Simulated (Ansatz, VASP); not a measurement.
# Two plane-wave programs on Li2O

```xyz
3
Lattice="0.0000 2.3585 2.3585 2.3585 0.0000 2.3585 2.3585 2.3585 0.0000" Properties=species:S:1:pos:R:3 pbc="T T T"
Li    1.1793    1.1793    1.1793
Li    3.5378    3.5378    3.5378
O     0.0000    0.0000    0.0000
```

Alike in both runs: task single point; functional revPBE; k mesh 8 × 8 × 8; occupations gaussian, width 0.05 eV; no spin polarisation.

|  | VASP | Ansatz |
| --- | --- | --- |
| version | VASP 6.6.1 | Ansatz 0.2.0 |
| potentials or method | VASP PAW PBE potentials, release 64 (Li_sv, O), cutoff 750 eV | scalar-relativistic, plane waves, PAW |
| valence electrons in the cell | 12 | 12 |

VASP gave:

* gap on the k mesh at the Fermi level (eV): 4.89
* least direct gap on the mesh (eV): 4.89
* pressure (GPa): -1.8

Estimate Ansatz's values.

gap on the k mesh at the Fermi level (eV): 4.89; least direct gap on the mesh (eV): 4.89; pressure (GPa): -1.4.

VASP's potentials were made for PBE, not for revPBE. The functional is the same, so the differences come from potentials, cutoffs and numerics.
